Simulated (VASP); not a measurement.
# Hf3AlN4 (P4/mmm) in VASP: further runs, part 2 of 2

VASP 6.6.1. Earlier steps stand in the parts before.

## Step 3: Single point, PBE

This run uses another cell than the first one, of 14.46 Å³/atom.

Input file INCAR:

```
PREC = Accurate ; ENCUT = 520
EDIFF = 1E-6 ; ISMEAR = 0
SIGMA = 0.1 ; LREAL = F
LASPH = T ; NELM = 60
ALGO = Normal ; ISIF = 2
LWAVE = F ; LCHARG = F
GGA = PE ; NBANDS = 36
```

Input file KPOINTS:

```
regular mesh
0
Gamma
  6 6 2
```

Input file POSCAR:

```
Hf3AlN4
1.0
    3.4453365000      0.0000000000      0.0000000000
    0.0000000000      3.4453365000      0.0000000000
    0.0000000000      0.0000000000      9.7448832200
Hf Al N
3 1 4
Direct
    0.5000000000      0.5000000000      0.2500000000
    0.0000000000      0.0000000000      0.5000000000
    0.5000000000      0.5000000000      0.7500000000
    0.0000000000      0.0000000000      0.0000000000
    0.0000000000      0.0000000000      0.2500000000
    0.5000000000      0.5000000000      0.5000000000
    0.0000000000      0.0000000000      0.7500000000
    0.5000000000      0.5000000000      0.0000000000
```

Potentials or basis: VASP PAW PBE potentials, release 64 (Hf_pv, Al, N).

Command:

```bash
$ cat potpaw_PBE.64/Hf_pv/POTCAR potpaw_PBE.64/Al/POTCAR potpaw_PBE.64/N/POTCAR > POTCAR
$ mpirun -np 1 vasp_std > vasp.out
```

Wall time 2.4 min (1 thread of AMD EPYC 7R43 (Zen 3), shared host); peak memory 0.22 GiB.

It converged, with:

```
Free energy            : -74.7781 eV
Pressure               : -35.7 GPa
Largest force          : 0.438 eV/Å
Band gap on the k mesh : zero (an odd number of electrons rules out a gap without spin polarisation)
```

Forces in eV/Å, atoms in the order of the input:
```
Hf   0.000  0.000  0.438
Hf   0.000  0.000  0.000
Hf   0.000  0.000 -0.438
Al   0.000  0.000  0.000
N    0.000  0.000 -0.292
N    0.000  0.000  0.000
N    0.000  0.000  0.292
N    0.000  0.000  0.000
```

Stress tensor (GPa, compression positive):
```
-36.69   0.00   0.00
  0.00 -36.69   0.00
  0.00   0.00 -33.58
```

Levels at points of the mesh, in eV from the Fermi level:
```tsv
k point	band 25	band 26	band 27	band 28	band 29	band 30
(0.00, 0.00, 0.00)	-2.43	-2.35	-1.73	-1.34	-0.76	0.43
(0.50, 0.00, 0.00)	-2.61	1.54	1.76	1.78	1.87	2.11
(0.50, 0.50, 0.00)	-2.97	-1.99	-1.99	-0.50	1.07	1.07
(0.00, 0.00, 0.50)	-2.75	-2.55	-1.80	-0.71	-0.44	0.69
(0.50, 0.00, 0.50)	-2.63	1.22	1.32	1.59	2.21	2.24
(0.50, 0.50, 0.50)	-3.73	-1.14	-1.14	-0.03	-0.03	0.13
```

Caveat: the cell stands under tension; spin-orbit coupling is left out, which moves the levels of the heavy elements; an odd number of electrons without spin polarisation forces a metal; a magnetic or distorted state may lie lower.

## Step 4: Single point, PBE

Input file INCAR:

```
  ALGO = Normal
  EDIFF = 1E-6
  ENCUT = 520
  GGA = PE
  ISIF = 2
  ISMEAR = 0
  LASPH = T
  LCHARG = F
  LREAL = F
  LWAVE = F
  NBANDS = 36
  NELM = 60
  PREC = Accurate
  SIGMA = 0.1
```

Input file KPOINTS:

```
k-points
0
Gamma
  12 12 4
```

Input file POSCAR:

```
Hf3AlN4
1.0
    3.1711011369      0.0000000000      0.0000000000
    0.0000000000      3.1711011369      0.0000000000
    0.0000000000      0.0000000000      8.8743927435
Hf Al N
3 1 4
Direct
    0.5000000000      0.5000000000      0.2499336799
    0.0000000000      0.0000000000      0.5000000000
    0.5000000000      0.5000000000      0.7500663201
    0.0000000000      0.0000000000      0.0000000000
    0.0000000000      0.0000000000      0.2273918824
    0.5000000000      0.5000000000      0.5000000000
    0.0000000000      0.0000000000      0.7726081176
    0.5000000000      0.5000000000      0.0000000000
```

Command:

```bash
$ cat potpaw_PBE.64/Hf_pv/POTCAR potpaw_PBE.64/Al/POTCAR potpaw_PBE.64/N/POTCAR > POTCAR
$ mpirun -np 1 vasp_std > vasp.out
```

Run time: 7.5 min. Hardware: 1 thread of AMD EPYC 7R43 (Zen 3), shared host; peak memory 0.32 GiB.

It converged, with:

| Property | Result |
| --- | --- |
| Free energy | -78.9115 eV |
| Pressure | -1.9 GPa |
| Largest force | 0.081 eV/Å |
| Band gap on the k mesh | zero (an odd number of electrons rules out a gap without spin polarisation) |

Forces on the atoms (eV/Å):
```
Hf   0.000  0.000 -0.031
Hf   0.000  0.000  0.000
Hf   0.000  0.000  0.031
Al   0.000  0.000  0.000
N    0.000  0.000  0.081
N    0.000  0.000  0.000
N    0.000  0.000 -0.081
N    0.000  0.000  0.000
```

Levels at points of the mesh, in eV from the Fermi level:
```csv
k point,band 25,band 26,band 27,band 28,band 29,band 30
"(0.00, 0.00, 0.00)",-2.68,-2.68,-2.44,-1.20,0.13,0.13
"(0.50, 0.00, 0.00)",-3.42,1.44,1.92,2.23,2.34,2.46
"(0.50, 0.50, 0.00)",-3.36,-3.36,-3.23,1.47,1.47,1.51
"(0.00, 0.00, 0.50)",-2.92,-2.92,-2.56,-1.07,0.65,0.65
"(0.50, 0.00, 0.50)",-3.45,1.17,1.37,2.56,2.63,2.98
"(0.50, 0.50, 0.50)",-4.35,-2.21,-2.21,0.24,0.24,2.40
```

Caveat: spin-orbit coupling is left out, which moves the levels of the heavy elements; an odd number of electrons without spin polarisation forces a metal; a magnetic or distorted state may lie lower.

## Step 5: Relaxation of cell and atoms, PBE

This run uses another cell than the first one, of 14.46 Å³/atom.

Input file INCAR:

```
ALGO = Normal ; EDIFF = 1E-7
EDIFFG = -0.04 ; ENCUT = 600
GGA = PE ; IBRION = 2
ISIF = 3 ; ISMEAR = 0
LASPH = True ; LCHARG = False
LREAL = False ; LWAVE = False
NELM = 60 ; NSW = 90
PREC = Accurate ; SIGMA = 0.1
```

Input file KPOINTS:

```
k-points
0
Gamma
  6 6 2
```

Input file POSCAR:

```
Hf3AlN4
1.0
    3.4453365000      0.0000000000      0.0000000000
    0.0000000000      3.4453365000      0.0000000000
    0.0000000000      0.0000000000      9.7448832200
Hf Al N
3 1 4
Direct
    0.5000000000      0.5000000000      0.2500000000
    0.0000000000      0.0000000000      0.5000000000
    0.5000000000      0.5000000000      0.7500000000
    0.0000000000      0.0000000000      0.0000000000
    0.0000000000      0.0000000000      0.2500000000
    0.5000000000      0.5000000000      0.5000000000
    0.0000000000      0.0000000000      0.7500000000
    0.5000000000      0.5000000000      0.0000000000
```

Command:

```bash
$ cat potpaw_PBE.64/Hf_pv/POTCAR potpaw_PBE.64/Al/POTCAR potpaw_PBE.64/N/POTCAR > POTCAR
$ mpirun -np 1 vasp_std > vasp.out
```

Wall time 26 min (1 thread of AMD EPYC 7R43 (Zen 3), shared host); peak memory 0.26 GiB.

Results (log left out):

* Free energy: -78.9516 eV
* Relaxed volume: 11.06 Å³/atom
* Relaxed cell: a = 3.161 Å, b = 3.161 Å, c = 8.858 Å, α = 90.00°, β = 90.00°, γ = 90.00°
* Space group after relaxing (to 0.1 Å): P4/mmm (No. 123)
* Energy gained by relaxing: 520.8 meV/atom
* Ionic steps: 12
* Pressure after relaxing: 0.1 GPa
* Largest force after relaxing: 0.026 eV/Å
* Band gap on the k mesh: zero (an odd number of electrons rules out a gap without spin polarisation)

Forces in eV/Å, atoms in the order of the input:
```
Hf   0.000  0.000 -0.004
Hf   0.000  0.000  0.000
Hf   0.000  0.000  0.004
Al   0.000  0.000  0.000
N    0.000  0.000 -0.026
N    0.000  0.000  0.000
N    0.000  0.000  0.026
N    0.000  0.000  0.000
```

Stress tensor (GPa, compression positive):
```
-0.13  0.00  0.00
 0.00 -0.13  0.00
 0.00  0.00  0.42
```

Step by step:
```csv
step,energy change (eV),largest force (eV/Å),pressure (GPa),volume (Å³)
1,0.0000,0.4380,-35.77,115.68
2,1.6493,3.6862,108.98,69.61
3,-3.6784,1.9272,-3.39,90.68
4,-3.6932,2.0068,-0.84,89.70
5,-3.6946,2.0427,0.48,89.23
6,-4.0173,1.1825,2.28,88.07
7,-4.0751,0.6342,3.76,87.50
8,-4.0766,0.7817,4.13,87.38
9,-4.1092,0.5565,-5.69,90.64
10,-4.1294,0.6316,-2.15,89.37
11,-4.1656,0.0953,-0.26,88.62
12,-4.1662,0.0258,0.06,88.51
```

Final structure:
```
CELL_PARAMETERS angstrom
3.16112 0.00000 0.00000
0.00000 3.16112 0.00000
0.00000 0.00000 8.85759
ATOMIC_POSITIONS crystal
Hf 0.50000 0.50000 0.25030
Hf 0.00000 0.00000 0.50000
Hf 0.50000 0.50000 0.74970
Al 0.00000 0.00000 0.00000
N 0.00000 0.00000 0.22750
N 0.50000 0.50000 0.50000
N 0.00000 0.00000 0.77250
N 0.50000 0.50000 0.00000
```

Levels at points of the mesh, in eV from the Fermi level:
| k point | band 23 | band 24 | band 25 | band 26 | band 27 | band 28 | band 29 | band 30 | band 31 |
| --- | --- | --- | --- | --- | --- | --- | --- | --- | --- |
| (0.00, 0.00, 0.00) | -3.58 | -2.82 | -2.74 | -2.74 | -2.53 | -1.26 | 0.08 | 0.08 | 0.61 |
| (0.50, 0.00, 0.00) | -4.64 | -4.32 | -3.47 | 1.40 | 1.90 | 2.20 | 2.31 | 2.45 | 2.60 |
| (0.50, 0.50, 0.00) | -3.72 | -3.72 | -3.45 | -3.45 | -3.27 | 1.42 | 1.42 | 1.52 | 3.47 |
| (0.00, 0.00, 0.50) | -3.48 | -3.48 | -2.97 | -2.97 | -2.65 | -1.14 | 0.60 | 0.60 | 1.48 |
| (0.50, 0.00, 0.50) | -4.74 | -4.19 | -3.50 | 1.13 | 1.34 | 2.54 | 2.61 | 2.95 | 3.08 |
| (0.50, 0.50, 0.50) | -4.56 | -4.56 | -4.40 | -2.30 | -2.30 | 0.20 | 0.20 | 2.41 | 4.74 |

Caveat: the volume moved by over 15 % at a fixed basis, so the end points are rough; spin-orbit coupling is left out, which moves the levels of the heavy elements; an odd number of electrons without spin polarisation forces a metal; a magnetic or distorted state may lie lower.

## Step 6: Overview

| task | cell | k mesh | cutoff (eV) | gap on the mesh (eV) | pressure (GPa) | largest force (eV/Å) |
| --- | --- | --- | --- | --- | --- | --- |
| single point | a = 3.168, b = 3.168, c = 8.888 Å, 8 atoms, atomic positions A | 6 × 6 × 2 | 520 | none | -1.9 | 0.07 |
| single point | a = 3.445, b = 3.445, c = 9.745 Å, 8 atoms, atomic positions B | 6 × 6 × 2 | 520 | none | -35.7 | 0.44 |
| single point | a = 3.171, b = 3.171, c = 8.874 Å, 8 atoms, atomic positions C | 12 × 12 × 4 | 520 | none | -1.9 | 0.08 |
| relaxation of cell and atoms | relaxed from a = 3.445, b = 3.445, c = 9.745 Å, 8 atoms, atomic positions B | 6 × 6 × 2 | 600 | none | 0.1 | 0.03 |

Alike in all rows: level PBE; potentials or basis VASP PAW PBE potentials, release 64 (Hf_pv, Al, N); no spin polarisation; smearing gaussian 0.1 eV.

Caveats: spin-orbit coupling is left out, which moves the levels of the heavy elements; an odd number of electrons without spin polarisation forces a metal; a magnetic or distorted state may lie lower; the cell stands under tension (at least some runs); the volume moved by over 15 % at a fixed basis, so the end points are rough (at least some runs).

Absolute energies hang on the potentials; compare differences alone.
